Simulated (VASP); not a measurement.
Write the native input for VASP 6.6.1 that does the following.

* Task: single point
* Functional: PBE
* Dispersion: D3(BJ)
* Potentials or basis: VASP PAW PBE potentials, release 64 (B, N)
* Cutoff: 520 eV
* k mesh: 12 × 12 × 4
* Occupations: gaussian, width 0.05 eV
* Spin: no spin polarisation
* Dipole correction: no
* Further INCAR settings: ALGO = Normal; EDIFF = 1e-07; NBANDS = 16

The structure of BN lies in POSCAR:

```
BN
1.0
    2.5061233057      0.0000000000      0.0000000000
   -1.2530616528      2.1703664477      0.0000000000
    0.0000000000      0.0000000000      6.5973571420
B N
2 2
Direct
    0.0221160809      0.0442321619      0.4854487186
    0.3333333333      0.6666666667      0.0000000000
    0.0000000000      0.0000000000      0.0000000000
    0.6666666667      0.3333333333      0.5000000000
```

This cell differs from its parent crystal: atom 1 (B) moved by +0.096 Å along [1 2 0] and -0.096 Å along [0 0 1].

The input as run:

INCAR

```
SYSTEM = BN
PREC = Accurate ; ENCUT = 520
EDIFF = 1E-7 ; ISMEAR = 0
SIGMA = 0.05 ; LREAL = .False.
LASPH = .True. ; NELM = 80
ALGO = Normal ; ISIF = 2
LWAVE = .False. ; LCHARG = .True.
GGA = PE ; IVDW = 12
LELF = .True. ; LVHAR = .True.
NBANDS = 16
```

KPOINTS

```
Automatic mesh
0
Gamma
  12 12 4
  0 0 0
```

Potentials or basis: VASP PAW PBE potentials, release 64 (B, N).

The run is started by

```sh
$ cat potpaw_PBE.64/B/POTCAR potpaw_PBE.64/N/POTCAR > POTCAR
$ mpirun -np 1 vasp_std > vasp.out
```

Results of the run:

- Pressure: 1.3 GPa
- Largest force: 3.520 eV/Å
- Band gap on the k mesh: 4.22 eV, indirect (least direct gap 4.45 eV)
- Dispersion energy per atom: -0.142 eV

Caveat: the cell differs from its parent crystal (atom 1 (B) moved by +0.096 Å along [1 2 0] and -0.096 Å along [0 0 1]); forces of over 1 eV/Å act on the atoms, so gaps and moduli don't describe the material at rest.

It took 84 s on 1 thread of AMD EPYC 9R45 (Zen 5) (shared host), peak memory 0.18 GiB.
